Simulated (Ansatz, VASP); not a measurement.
**NaCdF4: VASP beside Ansatz**

INCAR

```
SYSTEM = NaCdF4
ALGO = Normal
EDIFF = 1E-6
EDIFFG = -0.01
ENCUT = 600
GGA = PE
IBRION = 2
ISIF = 3
ISMEAR = 0
LASPH = .TRUE.
LCHARG = .FALSE.
LREAL = .FALSE.
LWAVE = .FALSE.
NELM = 100
NSW = 100
PREC = Accurate
SIGMA = 0.1
```

The input KPOINTS:

```
k-points
0
G
  10 10 6
  0 0 0
```

POSCAR

```
NaCdF4
1.0
    4.1580000000      0.0000000000      0.0000000000
    0.0000000000      4.1580000000      0.0000000000
    0.0000000000      0.0000000000      6.6494897400
Na Cd F
1 1 4
Direct
    0.5000000000      0.5000000000      0.5000000000
    0.0000000000      0.0000000000      0.0000000000
    0.0000000000      0.0000000000      0.6841862900
    0.5000000000      0.0000000000      0.0000000000
    0.0000000000      0.5000000000      0.0000000000
    0.0000000000      0.0000000000      0.3158137100
```

Input for Ansatz:

```yaml
crystal:
  lattice:
    - [4.158, 0.0, 0.0]
    - [0.0, 4.158, 0.0]
    - [0.0, 0.0, 6.64948974]
  atoms:
    - { symbol: Na, position: [0.5, 0.5, 0.5] }
    - { symbol: Cd, position: [0.0, 0.0, 0.0] }
    - { symbol: F, position: [0.0, 0.0, 0.68418629] }
    - { symbol: F, position: [0.5, 0.0, 0.0] }
    - { symbol: F, position: [0.0, 0.5, 0.0] }
    - { symbol: F, position: [0.0, 0.0, 0.31581371] }
basis:
  ecutwfc: 420
kpoints:
  mp_grid: { grid: [10, 10, 6] }
hamiltonian:
  xc: pbe
scf:
  occupations: { method: gaussian, width: 0.1 }
output:
  forces: true
  stress: true
  eigenvalues: true
  write_density: true
  write_potential: true
  elf: true
  volumetric_format: npy
relax:
  adjacent_minimum: "off"
  f_tol: 0.01
  max_steps: 80
  cell: { stress_tol: 0.05 }
```

Alike in both runs: task relaxation of cell and atoms; functional PBE; k mesh 10 × 10 × 6; occupations gaussian, width 0.1 eV; no spin polarisation.

|  | VASP | Ansatz |
| --- | --- | --- |
| version | VASP 6.6.1 | Ansatz 0.2.0 |
| potentials or method | VASP PAW PBE potentials, release 64 (Na_pv, Cd, F), cutoff 600 eV | scalar-relativistic, plane waves, PAW |
| valence electrons in the cell | 47 | 57 |

Ansatz gave:

```
gap on the k mesh at the Fermi level, each at its own relaxed structure (eV) : none
relaxed volume (Å³/atom)                                                     : 19.31
relaxed length of the cell vector where the two differ most in proportion (Å)              : 4.218
```

Which values does VASP return?

gap on the k mesh at the Fermi level, each at its own relaxed structure (eV): none; relaxed volume (Å³/atom): 19.44; relaxed length of the cell vector where the two differ most in proportion (Å): 4.234.

A gap of «none» marks a metal or a gap that the smearing closes. VASP's potentials hold 47 valence electrons a cell and Ansatz's 57, so a difference there can come from the potentials and not from the codes.
